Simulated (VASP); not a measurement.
# HPt6: single point with PBE

HPt6, a slab with vacuum:

```xyz
14
Lattice="5.6146 0.0000 0.0000 -2.8073 4.8624 0.0000 0.0000 0.0000 22.6197" Properties=species:S:1:pos:R:3 pbc="T T T"
Pt    1.4036    0.8104    4.0000
Pt    0.0000    3.2416    4.0000
Pt    4.2109    0.8104    4.0000
Pt    2.8073    3.2416    4.0000
Pt    0.0000    1.6208    6.3100
Pt   -1.4036    4.0520    6.3100
Pt    2.8073    1.6208    6.3100
Pt    1.4036    4.0520    6.3100
Pt    0.0000    0.0000    8.6197
Pt   -1.4036    2.4312    8.6197
Pt    2.8073    0.0000    8.6197
Pt    1.4036    2.4312    8.6197
H     0.0000    1.8407   11.6197
H     0.0000    3.0217   11.6197
```

```json
{
 "Program": "VASP 6.6.1",
 "Task": "single point",
 "Functional": "PBE",
 "Potentials or basis": "VASP PAW PBE potentials, release 64 (Pt, H)",
 "Cutoff": "520 eV",
 "k mesh": "6 × 6 × 1",
 "Occupations": "gaussian, width 0.1 eV",
 "Spin": "no spin polarisation",
 "Dipole correction": "yes",
 "Further INCAR settings": "ALGO = Normal; EDIFF = 1e-06; NBANDS = 74"
}
```

```yaml
Largest_force: 4.531 eV/Å
Band_gap_on_the_k_mesh: zero (bands 61 and 62 overlap by 0.75 eV)
```

Forces on the atoms (eV/Å):
```
Pt  -0.006  0.000  0.024
Pt   0.000 -0.003  0.021
Pt   0.006  0.000  0.024
Pt   0.000  0.007  0.018
Pt   0.000 -0.004 -0.018
Pt   0.004 -0.002  0.000
Pt   0.000  0.004 -0.026
Pt  -0.004 -0.002  0.000
Pt   0.000 -0.001 -0.014
Pt  -0.001  0.006 -0.003
Pt   0.000 -0.011 -0.014
Pt   0.001  0.006 -0.003
H    0.000  4.531 -0.005
H    0.000 -4.531 -0.005
```

Levels at points of the mesh, in eV from the Fermi level:
| k point | band 57 | band 58 | band 59 | band 60 | band 61 | band 62 | band 63 | band 64 | band 65 | band 66 |
| --- | --- | --- | --- | --- | --- | --- | --- | --- | --- | --- |
| (0.00, 0.00, 0.00) | 0.20 | 0.20 | 0.54 | 0.54 | 0.55 | 0.59 | 0.59 | 0.59 | 1.07 | 1.23 |
| (0.50, 0.00, 0.00) | -0.71 | -0.58 | -0.51 | -0.11 | -0.10 | 0.03 | 0.03 | 0.27 | 0.27 | 1.66 |
| (0.00, 0.50, 0.00) | -0.71 | -0.59 | -0.51 | -0.11 | -0.10 | 0.03 | 0.04 | 0.27 | 0.27 | 1.62 |

It took 19 min on 1 thread of Intel(R) Xeon(R) 6975P-C (Granite Rapids), on a shared host, peak memory 0.86 GiB.

Caveat: spin-orbit coupling is left out, which moves the levels of the heavy elements.
